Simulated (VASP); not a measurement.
# C18O in VASP: single point with PBE

Aim: the single point of C18O with PBE.

All numbers are computed with VASP 6.6.1; they aren't measurements. Logs are shortened: lines on timing, memory, paths and dates and some standing lists are left out, and cuts for length are marked.

## 1. The cell of the first run

The cell holds a slab with vacuum, 19 atoms: a = 7.398 Å, b = 7.398 Å, c = 11.000 Å, α = 90.00°, β = 90.00°, γ = 120.00°.

## 2. Single point, PBE, collinear spin, ferromagnetic start

INCAR reads:

```
SYSTEM = C18O
PREC     = Accurate       ! precision mode
ENCUT    = 910            ! plane-wave cutoff, eV
EDIFF    = 1E-6           ! SCF threshold, eV
ISMEAR   = -1             ! smearing method
SIGMA    = 0.05           ! smearing width, eV
LREAL    = Auto         
LASPH    = .True.         ! aspherical terms in the spheres
NELM     = 200            ! most SCF steps
ALGO     = Normal         ! electronic algorithm
ISIF     = 2              ! what is computed and relaxed
LWAVE    = .False.        ! write WAVECAR
LCHARG   = .False.        ! write CHGCAR
ISPIN    = 2              ! spin polarisation
MAGMOM   = 0 0 0 0 0 0 0 0 0 0 0 0 0 0 0 0 0 0 1 ! initial moments
LORBIT   = 11             ! projections on sites
GGA      = PE             ! functional
NBANDS   = 58             ! bands
GGA_COMPAT= .False.      
NELMDL   = -8
```

KPOINTS reads:

```
Automatic mesh
0
Gamma
  2 2 1
  0 0 0
```

POSCAR reads:

```
C18O
1.0
    7.3980000000      0.0000000000      0.0000000000
   -3.6990000000      6.4068560000      0.0000000000
    0.0000000000      0.0000000000     11.0000000000
C O
18 1
Direct
   -0.0037810946      0.0016451909      0.0821287783
    0.2162659794      0.1119810814      0.0821489732
   -0.0056841516      0.3329424944      0.0835597425
    0.2173023260      0.4437713044      0.0877686065
   -0.0047784192      0.6698991178      0.0877671995
    0.2182107933      0.7807273043      0.0835753068
    0.3281875510      0.0006891869      0.0826606013
    0.5514047990      0.1120266381      0.0821348369
    0.3231377218      0.3320973603      0.0900431489
    0.5478435026      0.4400618089      0.1137574188
    0.3303637234      0.6698883085      0.0877651558
    0.5478685476      0.7815666149      0.0900102384
    0.6611219388      0.0016867269      0.0821192054
    0.8843237222      0.1129775312      0.0826375806
    0.6646676887      0.3321575434      0.0900393528
    0.8821534641      0.4437686983      0.0877752696
    0.6646251254      0.6736107486      0.1137176478
    0.8893568341      0.7815329204      0.0900046232
    0.6062737480      0.5568849203      0.2276592139
```

Potentials or basis: VASP PAW PBE potentials, release 64 (C_h, O_h).

Started as:

```console
> cat potpaw_PBE.64/C_h/POTCAR potpaw_PBE.64/O_h/POTCAR > POTCAR
> mpirun -np 1 vasp_std > vasp.out
```

OUTCAR:

```text
SYSTEM = C18O
   PREC = Accurate
   ENCUT = 910
   EDIFF = 1E-6
   ISMEAR = -1
   LREAL = Auto
   LASPH = .True.
   NELM = 200
   ISIF = 2
   ISPIN = 2
   LORBIT = 11
   GGA = PE
   NELMDL = -8

 ion  position               nearest neighbor table
   1  0.996  0.002  0.082-   2 1.41  18 1.41  14 1.43
   2  0.216  0.112  0.082-   1 1.41   9 1.41   7 1.43
   3  0.994  0.333  0.084-  14 1.41   4 1.43  16 1.43
   4  0.217  0.444  0.088-   9 1.39   3 1.43  11 1.45
   5  0.995  0.670  0.088-  18 1.39   6 1.43  16 1.45
   6  0.218  0.781  0.084-   7 1.41   5 1.43  11 1.43
   7  0.328  0.001  0.083-   6 1.41   2 1.43   8 1.43
   8  0.551  0.112  0.082-  13 1.41  15 1.41   7 1.43
   9  0.323  0.332  0.090-   4 1.39   2 1.41  10 1.46
  10  0.548  0.440  0.114-  19 1.46   9 1.46  15 1.46  17 1.50
  11  0.330  0.670  0.088-  12 1.39   6 1.43   4 1.45
  12  0.548  0.782  0.090-  11 1.39  13 1.41  17 1.46
  13  0.661  0.002  0.082-   8 1.41  12 1.41  14 1.43
  14  0.884  0.113  0.083-   3 1.41  13 1.43   1 1.43
  15  0.665  0.332  0.090-  16 1.39   8 1.41  10 1.46
  16  0.882  0.444  0.088-  15 1.39   3 1.43   5 1.45
  17  0.665  0.674  0.114-  19 1.46  12 1.46  18 1.46  10 1.50
  18  0.889  0.782  0.090-   5 1.39   1 1.41  17 1.46
  19  0.606  0.557  0.228-  10 1.46  17 1.46

  LATTYP: Found a hexagonal cell.
 ALAT       =     7.3980000000
 C/A-ratio  =     1.4868883482

  Lattice vectors:

 A1 = (   7.3980000000,   0.0000000000,   0.0000000000)
 A2 = (  -3.6990000000,   6.4068560000,   0.0000000000)
 A3 = (   0.0000000000,   0.0000000000,  11.0000000000)

Analysis of symmetry for initial positions (statically):
=====================================================================
 Subroutine PRICEL returns:
 Original cell was already a primitive cell.

 Routine SETGRP: Setting up the symmetry group for a
 hexagonal supercell.

 Subroutine GETGRP returns: Found  1 space group operations
 (whereof  1 operations were pure point group operations)
 out of a pool of 24 trial point group operations.

The static configuration has the point symmetry C_1 .

Analysis of symmetry for dynamics (positions and initial velocities):
=====================================================================
 Subroutine PRICEL returns:
 Original cell was already a primitive cell.

 Routine SETGRP: Setting up the symmetry group for a
 hexagonal supercell.

 Subroutine GETGRP returns: Found  1 space group operations
 (whereof  1 operations were pure point group operations)
 out of a pool of 24 trial point group operations.

The dynamic configuration has the point symmetry C_1 .

Analysis of structural, dynamic, and magnetic symmetry:
=====================================================================
 Subroutine PRICEL returns:
 Original cell was already a primitive cell.

 Routine SETGRP: Setting up the symmetry group for a
 hexagonal supercell.

 Subroutine GETGRP returns: Found  1 space group operations
 (whereof  1 operations were pure point group operations)
 out of a pool of 24 trial point group operations.

The overall configuration has the point symmetry C_1 .

 Subroutine INISYM returns: Found  1 space group operations
 (whereof  1 operations are pure point group operations),
 and found     1 'primitive' translations

----------------------------------------------------------------------------------------

                                     Primitive cell

  volume of cell :     521.3771

  direct lattice vectors                    reciprocal lattice vectors
     7.398000000  0.000000000  0.000000000     0.135171668  0.078041398  0.000000000
    -3.699000000  6.406856000  0.000000000     0.000000000  0.156082796  0.000000000
     0.000000000  0.000000000 11.000000000     0.000000000  0.000000000  0.090909091

  length of vectors
     7.398000000  7.398000054 11.000000000     0.156082797  0.156082796  0.090909091

  position of ions in fractional coordinates (direct lattice)
     0.996218905  0.001645191  0.082128778
     0.216265979  0.111981081  0.082148973
     0.994315848  0.332942494  0.083559743
     0.217302326  0.443771304  0.087768606
     0.995221581  0.669899118  0.087767199
     0.218210793  0.780727304  0.083575307
[... 11 lines left out ...]
     0.889356834  0.781532920  0.090004623
[... 60 lines left out ...]
   dimension x,y,z NGXF=   160 NGYF=  160 NGZF=  216
   ions per type =              18   1
   NGX,Y,Z   is equivalent  to a cutoff of  17.98, 17.98, 16.32 a.u.
   NGXF,Y,Z  is equivalent  to a cutoff of  35.95, 35.95, 32.64 a.u.
 SYSTEM =  C18O
   PREC   = accura    normal or accurate (medium, high low for compatibility)
   ISTART =      0    job   : 0-new  1-cont  2-samecut
   ICHARG =      2    charge: 1-file 2-atom 10-const
   ISPIN  =      2    spin polarized calculation?
   LNONCOLLINEAR =      F non collinear calculations
   LSORBIT =      F    spin-orbit coupling
   LASPH  =      T    aspherical Exc in radial PAW
   ENCUT  =  910.0 eV  66.88 Ry    8.18 a.u.  18.20 18.20 27.06*2*pi/ulx,y,z
   NELM   =    200;   NELMIN=  2; NELMDL= -8     # of ELM steps
   EDIFF  = 0.1E-05   stopping-criterion for ELM
   LREAL  =      T    real-space projection
   EDIFFG = 0.1E-04   stopping-criterion for IOM
   NSW    =      0    number of steps for IOM
   IBRION =     -1    ionic relax: 0-MD 1-quasi-New 2-CG
   NFREE  =      0    steps in history (QN), initial steepest desc. (CG)
   ISIF   =      2    stress and relaxation
   ISYM   =      2    0-nonsym 1-usesym 2-fastsym
   POTIM  = 0.5000    time-step for ionic-motion
   TEBEG  =    0.0;   TEEND  =   0.0 temperature during run
   PSTRESS=    0.0 pullay stress
   NELECT =      78.0000    total number of electrons
   NUPDOWN=      -1.0000    fix difference up-down
   EMIN   =  10.00;   EMAX   =-10.00  energy-range for DOS
   EFERMI =   0.00;   METHOD = LEGACY
   ISMEAR =    -1;   SIGMA  =   0.05  broadening in eV -4-tet -1-fermi 0-gaus
   EFERMI_NEDOS =   21; number of points for ismear=-14 and -15
   IALGO  =     38    algorithm
   IMIX   =      4    mixing-type and parameters
     AMIX     =   0.40;   BMIX     =  1.00
     AMIX_MAG =   1.60;   BMIX_MAG =  1.00
  volume/ion in A,a.u.               =      27.44       185.18
  Fermi-wavevector in a.u.,A,eV,Ry     =   0.869072  1.642308 10.276289  0.755286
  Thomas-Fermi vector in A             =   1.987841
   LORBIT       =     11    0 simple, 1 ext, 2 COOP (PROOUT), +10 PAW based schemes
   GGA     = PE    functional components
   LHFCALC =     F    Hartree Fock is set to
   AEXX    =    0.0000 exact exchange contribution
   IVDW    =     0    specifies the selected vdW correction
   LEPSILON=     F    determine dielectric tensor
   LRPA    =     F    only Hartree local field effects (RPA)
 spin polarized calculation
  energy-cutoff  :      910.00
  volume of cell :      521.38
 maximum number of plane-waves:     32527
 NGX is ok and might be reduce to    80
   NGX = 37   NGY = 37   NGZ = 55

 number of electron      77.9999999 magnetization      -0.0000118

 number of electron      77.9999999 magnetization       0.0000026

 Free energy of the ion-electron system (eV)
  ---------------------------------------------------
  ext. energy  EPLUGINS =         0.00000000
  ---------------------------------------------------
  free energy    TOTEN  =      -170.24261695 eV

  energy without entropy =     -170.22477292  energy(sigma->0) =     -170.23369494

 E-fermi :  -1.3052     XC(G=0):  -4.1004

 val. band max:       -1.4075303972   @ k =   0.0000   0.0000   0.0000
 cond. band min:      -1.2025617595   @ k =   0.0000   0.0000   0.0000
 fundamental gap:      0.2049686377
 Fermi energy:        -1.3051543651

 spin component 1

 k-point     1 :       0.0000    0.0000    0.0000
  band No.  band energies     occupation
      1     -24.5645      1.00000
      2     -20.6027      1.00000
      3     -18.4357      1.00000
      4     -18.4352      1.00000
      5     -18.3556      1.00000
      6     -18.3175      1.00000
[... 205 lines left out ...]
     50       4.6922      0.00000
     51       4.8293      0.00000
 Fermi energy:        -1.3051543651

 spin component 2

 k-point     1 :       0.0000    0.0000    0.0000
  band No.  band energies     occupation
      1     -24.5645      1.00000
      2     -20.6027      1.00000
      3     -18.4357      1.00000
      4     -18.4352      1.00000
      5     -18.3556      1.00000
      6     -18.3175      1.00000
[... 205 lines left out ...]
     50       4.6919      0.00000
     51       4.8280      0.00000
 [bands above 51 left out]

------------------------ aborting loop because EDIFF is reached ----------------------------------------

  FORCE on cell =-STRESS in cart. coord.  units (eV):
  Direction    XX          YY          ZZ          XY          YZ          ZX
  --------------------------------------------------------------------------------------
  -------------------------------------------------------------------------------------
  Total        3.1120790      5.0153878     -0.2551141      0.0019808     -0.0008909      0.0006899
  in kB        9.5633318     15.4121464     -0.7839584      0.0060870     -0.0027377      0.0021200
  external PRESSURE =       8.0638399 kB  Pullay stress =       0.0000000 kB

 VOLUME and BASIS-vectors are now :
 -----------------------------------------------------------------------------
  energy-cutoff  :      910.00
  volume of cell :      521.38
      direct lattice vectors                 reciprocal lattice vectors
     7.398000000  0.000000000  0.000000000     0.135171668  0.078041398  0.000000000
    -3.699000000  6.406856000  0.000000000     0.000000000  0.156082796  0.000000000
     0.000000000  0.000000000 11.000000000     0.000000000  0.000000000  0.090909091

 POSITION                                       TOTAL-FORCE (eV/Angst)
 -----------------------------------------------------------------------------------
      7.36394      0.01054      0.90342        -0.004122      0.005083     -0.002317
      1.18572      0.71745      0.90364         0.003508     -0.000679     -0.001614
      6.12439      2.13311      0.91916         0.000048      0.001955      0.004343
     -0.03391      2.84318      0.96545         0.001280     -0.002681     -0.001036
      4.88469      4.29195      0.96544        -0.000418     -0.001709     -0.000073
     -1.27359      5.00201      0.91933        -0.000763     -0.004182      0.002309
[... 11 lines left out ...]
      3.68857      5.00717      0.99005         0.006360     -0.003152     -0.003728
      2.42530      3.56788      2.50425        -0.000572     -0.002261      0.084073
 -----------------------------------------------------------------------------------
    total drift:                                0.003046     -0.002297      0.002179

  FREE ENERGIE OF THE ION-ELECTRON SYSTEM (eV)
  ---------------------------------------------------
  free  energy   TOTEN  =      -170.2426169543 eV

  energy  without entropy=     -170.2247729233  energy(sigma->0) =     -170.23369494

 total charge

# of ion       s       p       d       tot
------------------------------------------
    1        0.460   1.046   0.000   1.506
    2        0.460   1.046   0.000   1.506
    3        0.459   1.040   0.000   1.499
    4        0.458   1.040   0.000   1.498
    5        0.458   1.040   0.000   1.498
    6        0.459   1.040   0.000   1.499
[... 11 lines left out ...]
   18        0.460   1.047   0.000   1.507
   19        1.075   2.284   0.000   3.358
--------------------------------------------------
tot          9.315  21.009   0.000  30.325

 magnetization (x)

# of ion       s       p       d       tot
------------------------------------------
    1       -0.000  -0.000   0.000  -0.000
    2        0.000   0.000   0.000   0.000
    3       -0.000  -0.000   0.000  -0.000
    4        0.000   0.000   0.000   0.000
    5        0.000  -0.000   0.000  -0.000
    6        0.000   0.000   0.000   0.000
[... 11 lines left out ...]
   18        0.000   0.000   0.000   0.000
   19        0.000   0.000   0.000   0.000
--------------------------------------------------
tot          0.000   0.000   0.000   0.000
```

It took 24 min on 1 thread of Intel Xeon Platinum 8488C (Sapphire Rapids), shared host; peak memory 1.8 GiB.

What came out:

```
Free energy                                           : -170.2426 eV
Largest force                                         : 0.084 eV/Å
Band gap on the k mesh                                : 0.20 eV
Net moment                                            : 0.00 μB per cell
Valence electrons inside the program's atomic spheres : C 1.51, 1.50, 1.46 (each value once); O 3.36
```

Forces on the atoms (eV/Å):
```
C   -0.004  0.005 -0.002
C    0.004 -0.001 -0.002
C    0.000  0.002  0.004
C    0.001 -0.003 -0.001
C    0.000 -0.002  0.000
C   -0.001 -0.004  0.002
C   -0.002  0.006  0.000
C   -0.003 -0.002  0.002
C   -0.013  0.006 -0.004
C    0.008 -0.040 -0.035
C   -0.001  0.005 -0.001
C   -0.010 -0.005 -0.005
C    0.001  0.001  0.001
C    0.006 -0.007 -0.001
C    0.003 -0.005 -0.004
C    0.000  0.006 -0.001
C    0.005  0.042 -0.033
C    0.006 -0.003 -0.004
O   -0.001 -0.002  0.084
```

Caveat: the k points lie up to 0.49 Å⁻¹ apart; there is no dipole correction, which matters where the two faces differ; semilocal functionals underestimate gaps, and a narrow one can read as zero.
